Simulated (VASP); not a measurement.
Input of a VASP 6.6.1 run:

The input INCAR:

```
PREC = Accurate
ENCUT = 700
EDIFF = 1E-6
ISMEAR = -1
SIGMA = 0.05
LREAL = F
LASPH = T
NELM = 200
ALGO = Normal
ISIF = 2
LWAVE = F
LCHARG = F
ISPIN = 2
MAGMOM = 4 0 0
LORBIT = 11
LMAXMIX = 4
GGA = PE
NBANDS = 24
GGA_COMPAT = F
```

Contents of KPOINTS:

```
regular mesh
0
Gamma
  11 11 11
```

POSCAR

```
MnO2
1.0
    1.4378949485      0.8301690355      4.6142895739
   -1.4378949485      0.8301690355      4.6142895739
    0.0000000000     -1.6603380711      4.6142895739
Mn O
1 2
Direct
    0.0000000000      0.0000000000      0.0000000000
    0.7356355100      0.7356355100      0.7356355100
    0.2643644900      0.2643644900      0.2643644900
```

Potentials or basis: VASP PAW PBE potentials, release 64 (Mn_sv, O).

The run is started by

```sh
$ cat potpaw_PBE.64/Mn_sv/POTCAR potpaw_PBE.64/O/POTCAR > POTCAR
$ mpirun -np 1 vasp_std > vasp.out
```

Question: Estimate the band gap on the k mesh.

Answer: 0.94 eV (least direct gap 1.01 eV).

Question: What does it give for the net moment?

Answer: 3.00 μB per cell.

Question: What does it give for the site moments?

Answer: Mn +2.74; O +0.04 μB.

Forces on the atoms (eV/Å):
```
Mn   0.000  0.000  0.000
O    0.000  0.000 -0.081
O    0.000  0.000  0.081
```

Caveat: a cell with one magnetic atom can't hold antiferromagnetic order, which such compounds often take. A k mesh can miss the band edges.
